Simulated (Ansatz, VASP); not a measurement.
# Ir: VASP beside Ansatz

POSCAR

```
Ir
1.0
    0.0000000000      1.9388970000      1.9197000000
    1.9197000000      0.0000000000      1.9197000000
    1.9197000000      1.9388970000      0.0000000000
Ir
1
Direct
    0.0000000000      0.0000000000      0.0000000000
```

File INCAR.step1:

```
SYSTEM = Ir
  PREC = Accurate
  ENCUT = 520
  ISMEAR = 0
  SIGMA = 0.15
  LREAL = .FALSE.
  LASPH = .TRUE.
  NELM = 60
  NBANDS = 10
  GGA = PE
  ALGO = Normal
  EDIFF = 1E-4
  LWAVE = .TRUE.
  LCHARG = .FALSE.
```

INCAR.step2

```
SYSTEM = Ir
  PREC = Accurate
  ENCUT = 520
  EDIFF = 1E-6
  ISMEAR = 0
  SIGMA = 0.15
  LREAL = .FALSE.
  LASPH = .TRUE.
  NELM = 60
  ALGO = Normal
  ISIF = 2
  LWAVE = .FALSE.
  LCHARG = .FALSE.
  METAGGA = R2SCAN
  LMIXTAU = .TRUE.
  NBANDS = 10
  ISTART = 1
```

Contents of KPOINTS:

```
Automatic mesh
0
G
  22 22 22
  0 0 0
```

Input for Ansatz:

```yaml
crystal:
  lattice:
    - [0.0, 1.938897, 1.9197]
    - [1.9197, 0.0, 1.9197]
    - [1.9197, 1.938897, 0.0]
  atoms:
    - { symbol: Ir, position: [0.0, 0.0, 0.0] }
basis:
  ecutwfc: 500
kpoints:
  mp_grid: { grid: [22, 22, 22] }
hamiltonian:
  xc: r2scan
scf:
  occupations: { method: gaussian, width: 0.15 }
output:
  forces: true
  stress: true
  eigenvalues: true
```

Change from the starting cell: strain +0.0100 x Voigt [0, 1, 0, 0, 0, 0], atoms carried along.

Alike in both runs: task single point; functional r2SCAN; k mesh 22 × 22 × 22; occupations gaussian, width 0.15 eV; no spin polarisation.

|  | VASP | Ansatz |
| --- | --- | --- |
| version | VASP 6.6.1 | Ansatz 0.2.0 |
| potentials or method | VASP PAW PBE potentials, release 64 (Ir), cutoff 520 eV | scalar-relativistic, plane waves, PAW |
| valence electrons in the cell | 9 | 17 |

Ansatz gave:

| Quantity | Value |
| --- | --- |
| gap on the k mesh at the Fermi level (eV) | none |
| pressure (GPa) | -2.1 |
| traceless stress, the component that is largest in VASP (GPa) | -2.44 |

What did VASP give for the same quantities?

gap on the k mesh at the Fermi level (eV): none; pressure (GPa): 0.3; traceless stress, the component that is largest in VASP (GPa): -2.45.

VASP's potentials were made for PBE, not for r2SCAN. A gap of «none» marks a metal or a gap that the smearing closes. VASP's potentials hold 9 valence electrons a cell and Ansatz's 17, so a difference there can come from the potentials and not from the codes.

Neither program's run includes spin-orbit coupling.
